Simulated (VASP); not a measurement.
# Hf4Br (P4/mmm) in VASP: notebook

Runs on Hf4Br. Level: PBE. Tasks: single point, relaxation of cell and atoms.

All numbers are computed with VASP 6.6.1; they aren't measurements. Logs are shortened: lines on timing, memory, paths and dates and some standing lists are left out, and cuts for length are marked.

### Step 1. The cell of the first run

Symmetry: P4/mmm, No. 123, tetragonal system. Conventional cell: a = 3.669 Å, b = 3.669 Å, c = 9.386 Å, α = 90.00°, β = 90.00°, γ = 90.00°. Within 4.0 Å of Hf (site symmetry 4/mmm) lie 12 Hf at 3.05 to 3.67 Å. Hf (site symmetry 4/mmm) has 4 Br at 2.59 Å and 2 Hf at 3.08 Å within 3.4 Å. Hf (site symmetry 4mm) has 10 Hf at 3.05 to 3.67 Å and 4 Br at 4.03 Å within 4.1 Å. Within 3.4 Å of Br (site symmetry 4/mmm) lie 4 Hf at 2.59 Å.

The cell was generated, and may not be a known phase.

### Step 2. Single point, PBE

Input file INCAR:

```
SYSTEM = Hf4Br
PREC     = Accurate       ! precision mode
ENCUT    = 520            ! plane-wave cutoff, eV
EDIFF    = 1E-6           ! SCF threshold, eV
ISMEAR   = 0              ! smearing method
SIGMA    = 0.1            ! smearing width, eV
LREAL    = .FALSE.        ! projectors in reciprocal space
LASPH    = .TRUE.         ! aspherical terms in the spheres
NELM     = 100            ! most SCF steps
ALGO     = Normal         ! electronic algorithm
ISIF     = 2              ! what is computed and relaxed
LWAVE    = .FALSE.        ! write WAVECAR
LCHARG   = .FALSE.        ! write CHGCAR
GGA      = PE             ! functional
NBANDS   = 32             ! bands
```

Input file KPOINTS:

```
Automatic mesh
0
G
  10 10 4
  0 0 0
```

Input file POSCAR:

```
Hf4Br
1.0
    3.6688115605      0.0000000000      0.0000000000
    0.0000000000      3.6688115605      0.0000000000
    0.0000000000      0.0000000000      9.3863390247
Hf Br
4 1
Direct
    0.0000000000      0.0000000000      0.5000000000
    0.5000000000      0.5000000000      0.0000000000
    0.5000000000      0.5000000000      0.6714012397
    0.5000000000      0.5000000000      0.3285987603
    0.0000000000      0.0000000000      0.0000000000
```

Potentials or basis: VASP PAW PBE potentials, release 64 (Hf_pv, Br).

The run is started by

```sh
> cat potpaw_PBE.64/Hf_pv/POTCAR potpaw_PBE.64/Br/POTCAR > POTCAR
> mpirun -np 1 vasp_std > vasp.out
```

OUTCAR:

```text
SYSTEM = Hf4Br
   PREC = Accurate
   ENCUT = 520
   EDIFF = 1E-6
   ISMEAR = 0
   LREAL = .FALSE.
   LASPH = .TRUE.
   NELM = 100
   ISIF = 2
   GGA = PE

 ion  position               nearest neighbor table
   1  0.000  0.000  0.500-   3 3.05   4 3.05   3 3.05   4 3.05   3 3.05   4 3.05   3 3.05   4 3.05

   2  0.500  0.500  0.000-   5 2.59   5 2.59   5 2.59   5 2.59   3 3.08   4 3.08
   3  0.500  0.500  0.671-   1 3.05   1 3.05   1 3.05   1 3.05   2 3.08   4 3.22
   4  0.500  0.500  0.329-   1 3.05   1 3.05   1 3.05   1 3.05   2 3.08   3 3.22
   5  0.000  0.000  0.000-   2 2.59   2 2.59   2 2.59   2 2.59

  LATTYP: Found a simple tetragonal cell.
 ALAT       =     3.6688115605
 C/A-ratio  =     2.5584140450

  Lattice vectors:

 A1 = (   3.6688115605,   0.0000000000,   0.0000000000)
 A2 = (   0.0000000000,   3.6688115605,   0.0000000000)
 A3 = (   0.0000000000,   0.0000000000,   9.3863390247)

Analysis of symmetry for initial positions (statically):
=====================================================================
 Subroutine PRICEL returns:
 Original cell was already a primitive cell.

 Routine SETGRP: Setting up the symmetry group for a
 simple tetragonal supercell.

 Subroutine GETGRP returns: Found 16 space group operations
 (whereof 16 operations were pure point group operations)
 out of a pool of 16 trial point group operations.

The static configuration has the point symmetry D_4h.

Analysis of symmetry for dynamics (positions and initial velocities):
=====================================================================
 Subroutine PRICEL returns:
 Original cell was already a primitive cell.

 Routine SETGRP: Setting up the symmetry group for a
 simple tetragonal supercell.

 Subroutine GETGRP returns: Found 16 space group operations
 (whereof 16 operations were pure point group operations)
 out of a pool of 16 trial point group operations.

The dynamic configuration has the point symmetry D_4h.

 Subroutine INISYM returns: Found 16 space group operations
 (whereof 16 operations are pure point group operations),
 and found     1 'primitive' translations

----------------------------------------------------------------------------------------

                                     Primitive cell

  volume of cell :     126.3418

  direct lattice vectors                    reciprocal lattice vectors
     3.668811561  0.000000000  0.000000000     0.272567828  0.000000000  0.000000000
     0.000000000  3.668811561  0.000000000     0.000000000  0.272567828  0.000000000
     0.000000000  0.000000000  9.386339025     0.000000000  0.000000000  0.106537810

  length of vectors
     3.668811561  3.668811561  9.386339025     0.272567828  0.272567828  0.106537810

  position of ions in fractional coordinates (direct lattice)
     0.000000000  0.000000000  0.500000000
     0.500000000  0.500000000  0.000000000
     0.500000000  0.500000000  0.671401240
     0.500000000  0.500000000  0.328598760
     0.000000000  0.000000000  0.000000000

  ion indices of the primitive-cell ions
   primitive index   ion index
                 1           1
                 2           2
                 3           3
                 4           4
                 5           5

----------------------------------------------------------------------------------------

 KPOINTS: Automatic mesh

Automatic generation of k-mesh.
 Grid dimensions read from file:
 generate k-points for:   10   10    4

 Generating k-lattice:

  Cartesian coordinates                     Fractional coordinates (reciprocal lattice)
     0.027256783  0.000000000  0.000000000     0.100000000  0.000000000  0.000000000
     0.000000000  0.027256783  0.000000000     0.000000000  0.100000000  0.000000000
     0.000000000  0.000000000  0.026634452     0.000000000  0.000000000  0.250000000

  Length of vectors
     0.027256783  0.027256783  0.026634452

  Shift w.r.t. Gamma in fractional coordinates (k-lattice)
     0.000000000  0.000000000  0.000000000

 Subroutine IBZKPT returns following result:
 ===========================================

 Found     63 irreducible k-points:

 Following reciprocal coordinates:
            Coordinates               Weight
  0.000000  0.000000  0.000000      1.000000
  0.100000  0.000000  0.000000      4.000000
  0.200000  0.000000  0.000000      4.000000
  0.300000  0.000000  0.000000      4.000000
  0.400000  0.000000  0.000000      4.000000
  0.500000  0.000000  0.000000      2.000000
[... 16 lines left out ...]
  0.100000  0.000000  0.250000      8.000000
  0.200000  0.000000  0.250000      8.000000
 [... further k-points ...]
   k-points           NKPTS =     63   k-points in BZ     NKDIM =     63   number of bands    NBANDS=     32
   number of dos      NEDOS =    301   number of ions     NIONS =      5
   total plane-waves  NPLWV =  54880
   dimension x,y,z NGX =    28 NGY =   28 NGZ =   70
   dimension x,y,z NGXF=    56 NGYF=   56 NGZF=  140
   ions per type =               4   1
   NGX,Y,Z   is equivalent  to a cutoff of  12.69, 12.69, 12.40 a.u.
   NGXF,Y,Z  is equivalent  to a cutoff of  25.38, 25.38, 24.80 a.u.
 SYSTEM =  Hf4Br
   PREC   = accura    normal or accurate (medium, high low for compatibility)
   ISTART =      0    job   : 0-new  1-cont  2-samecut
   ICHARG =      2    charge: 1-file 2-atom 10-const
   ISPIN  =      1    spin polarized calculation?
   LNONCOLLINEAR =      F non collinear calculations
   LSORBIT =      F    spin-orbit coupling
   LASPH  =      T    aspherical Exc in radial PAW
   ENCUT  =  520.0 eV  38.22 Ry    6.18 a.u.   6.82  6.82 17.45*2*pi/ulx,y,z
   NELM   =    100;   NELMIN=  2; NELMDL= -5     # of ELM steps
   EDIFF  = 0.1E-05   stopping-criterion for ELM
   LREAL  =      F    real-space projection
   EDIFFG = 0.1E-04   stopping-criterion for IOM
   NSW    =      0    number of steps for IOM
   IBRION =     -1    ionic relax: 0-MD 1-quasi-New 2-CG
   NFREE  =      0    steps in history (QN), initial steepest desc. (CG)
   ISIF   =      2    stress and relaxation
   ISYM   =      2    0-nonsym 1-usesym 2-fastsym
   POTIM  = 0.5000    time-step for ionic-motion
   TEBEG  =    0.0;   TEEND  =   0.0 temperature during run
   PSTRESS=    0.0 pullay stress
   NELECT =      47.0000    total number of electrons
   NUPDOWN=      -1.0000    fix difference up-down
   EMIN   =  10.00;   EMAX   =-10.00  energy-range for DOS
   EFERMI =   0.00;   METHOD = LEGACY
   ISMEAR =     0;   SIGMA  =   0.10  broadening in eV -4-tet -1-fermi 0-gaus
   EFERMI_NEDOS =   21; number of points for ismear=-14 and -15
   IALGO  =     38    algorithm
   IMIX   =      4    mixing-type and parameters
     AMIX     =   0.40;   BMIX     =  1.00
     AMIX_MAG =   1.60;   BMIX_MAG =  1.00
  volume/ion in A,a.u.               =      25.27       170.52
  Fermi-wavevector in a.u.,A,eV,Ry     =   1.177403  2.224969 18.861452  1.386278
  Thomas-Fermi vector in A             =   2.313750
   LORBIT       =      0    0 simple, 1 ext, 2 COOP (PROOUT), +10 PAW based schemes
   GGA     = PE    functional components
   LHFCALC =     F    Hartree Fock is set to
   AEXX    =    0.0000 exact exchange contribution
   IVDW    =     0    specifies the selected vdW correction
   LEPSILON=     F    determine dielectric tensor
   LRPA    =     F    only Hartree local field effects (RPA)
 non-spin polarized calculation
 Gauss-broadening in eV      SIGMA  =   0.10
  energy-cutoff  :      520.00
  volume of cell :      126.34
 maximum number of plane-waves:      3436
 NGX is ok and might be reduce to    28
   NGX = 13   NGY = 13   NGZ = 35

 number of electron      46.9999995 magnetization

 Free energy of the ion-electron system (eV)
  ---------------------------------------------------
  ext. energy  EPLUGINS =         0.00000000
  ---------------------------------------------------
  free energy    TOTEN  =       -38.31391526 eV

  energy without entropy =      -38.26937817  energy(sigma->0) =      -38.29164672

 E-fermi :   4.3113     XC(G=0): -10.3651

 val. band max:        4.3078686224   @ k =   0.4000   0.4000   0.0000
 cond. band min:       4.3115899316   @ k =   0.2000   0.2000   0.5000
 fundamental gap:      0.0037213092
 Fermi energy:         4.3112669168

 k-point     1 :       0.0000    0.0000    0.0000
  band No.  band energies     occupation
      1     -27.3508      2.00000
      2     -27.3508      2.00000
      3     -26.9371      2.00000
      4     -26.5330      2.00000
      5     -26.5330      2.00000
      6     -26.5208      2.00000
[... 24 lines left out ...]
     31       6.0256      0.00000
     32       6.2127      0.00000

 k-point     2 :       0.1000    0.0000    0.0000
  band No.  band energies     occupation
      1     -27.3670      2.00000
      2     -27.3485      2.00000
      3     -26.9358      2.00000
      4     -26.5523      2.00000
      5     -26.5270      2.00000
      6     -26.5118      2.00000
[... 24 lines left out ...]
     31       6.0013      0.00000
     32       6.2635      0.00000

 k-point     3 :       0.2000    0.0000    0.0000
  band No.  band energies     occupation
      1     -27.4091      2.00000
      2     -27.3423      2.00000
      3     -26.9323      2.00000
      4     -26.5781      2.00000
      5     -26.5278      2.00000
      6     -26.5138      2.00000
[... 24 lines left out ...]
     31       6.5012      0.00000
     32       6.8656      0.00000

 k-point     4 :       0.3000    0.0000    0.0000
  band No.  band energies     occupation
      1     -27.4604      2.00000
      2     -27.3346      2.00000
      3     -26.9280      2.00000
      4     -26.5972      2.00000
      5     -26.5816      2.00000
      6     -26.5307      2.00000
[... 654 lines left out ...]
     31       5.9666      0.00000
     32       6.4310      0.00000

 k-point    23 :       0.1000    0.0000    0.2500
  band No.  band energies     occupation
      1     -27.3670      2.00000
      2     -27.3485      2.00000
      3     -26.9454      2.00000
      4     -26.5437      2.00000
      5     -26.5273      2.00000
      6     -26.4892      2.00000
[... 24 lines left out ...]
     31       6.1475      0.00000
     32       6.4467      0.00000

 k-point    24 :       0.2000    0.0000    0.2500
  band No.  band energies     occupation
      1     -27.4091      2.00000
      2     -27.3423      2.00000
      3     -26.9435      2.00000
      4     -26.5635      2.00000
      5     -26.5285      2.00000
      6     -26.5114      2.00000
[... 24 lines left out ...]
     31       6.5333      0.00000
     32       6.8996      0.00000

 [... further k-points ...]

------------------------ aborting loop because EDIFF is reached ----------------------------------------

  FORCE on cell =-STRESS in cart. coord.  units (eV):
  Direction    XX          YY          ZZ          XY          YZ          ZX
  --------------------------------------------------------------------------------------
  -------------------------------------------------------------------------------------
  Total       -0.3040954     -0.3040954     -0.1637568      0.0000000      0.0000000      0.0000000
  in kB       -3.8563227     -3.8563227     -2.0766476      0.0000000      0.0000000      0.0000000
  external PRESSURE =      -3.2630977 kB  Pullay stress =       0.0000000 kB

 VOLUME and BASIS-vectors are now :
 -----------------------------------------------------------------------------
  energy-cutoff  :      520.00
  volume of cell :      126.34
      direct lattice vectors                 reciprocal lattice vectors
     3.668811561  0.000000000  0.000000000     0.272567828  0.000000000  0.000000000
     0.000000000  3.668811561  0.000000000     0.000000000  0.272567828  0.000000000
     0.000000000  0.000000000  9.386339025     0.000000000  0.000000000  0.106537810

 POSITION                                       TOTAL-FORCE (eV/Angst)
 -----------------------------------------------------------------------------------
      0.00000      0.00000      4.69317         0.000000     -0.000000      0.000000
      1.83441      1.83441      0.00000         0.000000     -0.000000      0.000000
      1.83441      1.83441      6.30200         0.000000      0.000000     -0.023016
      1.83441      1.83441      3.08434         0.000000      0.000000      0.023016
      0.00000      0.00000      0.00000         0.000000     -0.000000      0.000000
 -----------------------------------------------------------------------------------
    total drift:                                0.000000      0.000000     -0.000000

  FREE ENERGIE OF THE ION-ELECTRON SYSTEM (eV)
  ---------------------------------------------------
  free  energy   TOTEN  =       -38.3139152636 eV

  energy  without entropy=      -38.2693781746  energy(sigma->0) =      -38.29164672
```

Wall time 2.3 min (1 thread of Intel Xeon 6975P-C (Granite Rapids), shared host); peak memory 0.35 GiB.

What came out:

```
Free energy            : -38.3139 eV
Pressure               : -0.3 GPa
Largest force          : 0.023 eV/Å
Band gap on the k mesh : zero (an odd number of electrons rules out a gap without spin polarisation)
```

Forces on the atoms (eV/Å):
```
Hf   0.000  0.000  0.000
Hf   0.000  0.000  0.000
Hf   0.000  0.000 -0.023
Hf   0.000  0.000  0.023
Br   0.000  0.000  0.000
```

Stress tensor (GPa, compression positive):
```
-0.39  0.00  0.00
 0.00 -0.39  0.00
 0.00  0.00 -0.21
```

Caveat: spin-orbit coupling is left out, which moves the levels of the heavy elements; an odd number of electrons without spin polarisation forces a metal; a magnetic or distorted state may lie lower.

### Step 3. Relaxation of cell and atoms, PBE

This run uses another cell than the first one, of 38.58 Å³/atom.

Input file INCAR:

```
PREC = Accurate
ENCUT = 600
EDIFF = 1E-6
ISMEAR = 0
SIGMA = 0.1
LREAL = F
LASPH = T
NELM = 100
ALGO = Normal
ISIF = 3
LWAVE = F
LCHARG = F
GGA = PE
IBRION = 2
NSW = 90
EDIFFG = -0.04
```

Input file KPOINTS:

```
regular mesh
0
Gamma
  4 4 4
```

Input file POSCAR:

```
Hf4Br
1.0
    5.5193457900      0.0000000000      0.0000000000
    0.0000000000      5.5193457900      0.0000000000
    0.0000000000      0.0000000000      6.3315888400
Hf Br
4 1
Direct
    0.0000000000      0.0000000000      0.5000000000
    0.5000000000      0.5000000000      0.0000000000
    0.5000000000      0.5000000000      0.6859419700
    0.5000000000      0.5000000000      0.3140580300
    0.0000000000      0.0000000000      0.0000000000
```

Potentials or basis: VASP PAW PBE potentials, release 64 (Hf_pv, Br).

The run is started by

```sh
> cat potpaw_PBE.64/Hf_pv/POTCAR potpaw_PBE.64/Br/POTCAR > POTCAR
> mpirun -np 1 vasp_std > vasp.out
```

Run time: 43 min. Hardware: 1 thread of Intel Xeon 6975P-C (Granite Rapids), shared host; peak memory 0.45 GiB.

It converged, with:

| Property | Result |
| --- | --- |
| Free energy | -38.4149 eV |
| Relaxed volume | 25.02 Å³/atom |
| Relaxed cell | a = 3.625 Å, b = 3.625 Å, c = 9.521 Å, α = 90.00°, β = 90.00°, γ = 90.00° |
| Space group after relaxing (to 0.1 Å) | P4/mmm (No. 123) |
| Energy gained by relaxing | 3002.8 meV/atom |
| Ionic steps | 47 |
| Pressure after relaxing | 0.1 GPa |
| Largest force after relaxing | 0.018 eV/Å |
| Band gap on the k mesh | zero (an odd number of electrons rules out a gap without spin polarisation) |

Forces on the atoms (eV/Å):
```
Hf   0.000  0.000  0.000
Hf   0.000  0.000  0.000
Hf   0.000  0.000 -0.018
Hf   0.000  0.000  0.018
Br   0.000  0.000  0.000
```

Stress tensor (GPa, compression positive):
```
 0.11  0.00  0.00
 0.00  0.11  0.00
 0.00  0.00 -0.05
```

The path:
| step | energy change (eV) | largest force (eV/Å) | pressure (GPa) | volume (Å³) |
| --- | --- | --- | --- | --- |
| 1 | 0.0000 | 11.0386 | 11.28 | 192.88 |
| 3 | -4.5076 | 10.6820 | -4.59 | 248.41 |
| 5 | -9.9838 | 1.8552 | -11.55 | 222.94 |
| 7 | -13.2645 | 0.4820 | -3.08 | 161.52 |
| 9 | -13.2795 | 0.6394 | -1.59 | 158.18 |
| 11 | -14.0289 | 1.0447 | -1.54 | 145.29 |
| 13 | -14.3437 | 2.7576 | 0.07 | 135.20 |
| 15 | -14.7405 | 0.1202 | -0.89 | 127.34 |
| 17 | -14.7900 | 0.7874 | -1.19 | 129.09 |
| 19 | -14.9326 | 0.3472 | 0.89 | 124.96 |
| 21 | -14.9425 | 0.1667 | -0.04 | 126.26 |
| 23 | -14.9450 | 0.0939 | -0.21 | 126.36 |
| 25 | -14.9479 | 0.0407 | 0.30 | 125.17 |
| 27 | -14.9583 | 0.0937 | -0.04 | 125.52 |
| 29 | -14.9683 | 0.5254 | -1.69 | 126.99 |
| 31 | -14.9912 | 0.2289 | -1.04 | 126.37 |
| 33 | -14.9922 | 0.2657 | -1.09 | 126.37 |
| 35 | -14.9926 | 0.2996 | -1.12 | 126.37 |
| 37 | -14.9957 | 0.2833 | -0.99 | 126.16 |
| 39 | -15.0061 | 0.2059 | -0.31 | 125.21 |
| 41 | -15.0100 | 0.1225 | 0.43 | 124.20 |
| 43 | -15.0128 | 0.0873 | 0.19 | 124.70 |
| 45 | -15.0138 | 0.0550 | -0.05 | 125.21 |
| 47 | -15.0142 | 0.0184 | 0.06 | 125.11 |

Final structure:
```
Hf Br
1.0
     3.62495    0.00000    0.00000
     0.00000    3.62495    0.00000
     0.00000    0.00000    9.52136
Hf Br
4 1
Direct
  0.00000 0.00000 0.50000
  0.50000 0.50000 0.00000
  0.50000 0.50000 0.67693
  0.50000 0.50000 0.32307
  0.00000 0.00000 0.00000
```

Levels at points of the mesh, in eV from the Fermi level:
| k point | band 21 | band 22 | band 23 | band 24 | band 25 | band 26 |
| --- | --- | --- | --- | --- | --- | --- |
| (0.00, 0.00, 0.00) | -1.97 | -1.79 | -0.14 | 0.06 | 0.65 | 0.65 |
| (0.50, 0.00, 0.00) | -0.68 | -0.08 | 0.16 | 0.54 | 0.73 | 0.80 |
| (0.50, 0.50, 0.00) | -0.40 | -0.40 | -0.36 | -0.34 | -0.34 | -0.11 |
| (0.00, 0.00, 0.50) | -1.74 | -1.25 | -0.05 | 0.06 | 0.56 | 0.56 |
| (0.50, 0.00, 0.50) | -0.19 | -0.18 | -0.06 | 0.09 | 0.18 | 1.25 |
| (0.50, 0.50, 0.50) | -1.08 | -0.62 | -0.41 | -0.41 | -0.02 | -0.02 |

Caveat: the volume moved by over 15 % at a fixed basis, so the end points are rough; spin-orbit coupling is left out, which moves the levels of the heavy elements; an odd number of electrons without spin polarisation forces a metal; a magnetic or distorted state may lie lower.

(Part 1 of 3 ends here.)

The gap in the log of VASP goes by the Fermi energy; the results here count the filled bands.